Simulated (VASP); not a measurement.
Wanted: the native input for a VASP 6.6.1 run.

* Task: single point
* Functional: PBE
* Potentials or basis: VASP PAW PBE potentials, release 64 (Be, As)
* Cutoff: 520 eV
* k mesh: 14 × 14 × 14
* Occupations: gaussian, width 0.1 eV
* Spin: no spin polarisation
* Dipole correction: no
* Further INCAR settings: ALGO = Normal; EDIFF = 1e-07; NBANDS = 14

The structure of Be3As lies in POSCAR:

```
Be3As
1.0
    3.5180356453      0.0000000000      0.0000000000
    0.0000000000      3.5180356453      0.0000000000
    0.0000000000      0.0000000000      3.5180356453
Be As
3 1
Direct
    0.0000000000      0.5000000000      0.5000000000
    0.5000000000      0.0000000000      0.5000000000
    0.5000000000      0.5000000000      0.0000000000
    0.0000000000      0.0000000000      0.0000000000
```

These files were run (other wordings do the same):

INCAR

```
SYSTEM = Be3As
  PREC = Accurate
  ENCUT = 520
  EDIFF = 1E-7
  ISMEAR = 0
  SIGMA = 0.1
  LREAL = .FALSE.
  LASPH = .TRUE.
  NELM = 80
  ALGO = Normal
  ISIF = 2
  LWAVE = .FALSE.
  LCHARG = .TRUE.
  GGA = PE
  LELF = .TRUE.
  LVHAR = .TRUE.
  NBANDS = 14
```

KPOINTS

```
Automatic mesh
0
G
  14 14 14
  0 0 0
```

Potentials or basis: VASP PAW PBE potentials, release 64 (Be, As).

Command:

```sh
$ cat potpaw_PBE.64/Be/POTCAR potpaw_PBE.64/As/POTCAR > POTCAR
$ mpirun -np 1 vasp_std > vasp.out
```

Results of the run:

The pressure is 0.3 GPa.

Run time: 31 s on 1 thread of AMD EPYC 9R45 96-Core Processor (Zen 5), with other jobs on the host, peak memory 0.17 GiB.
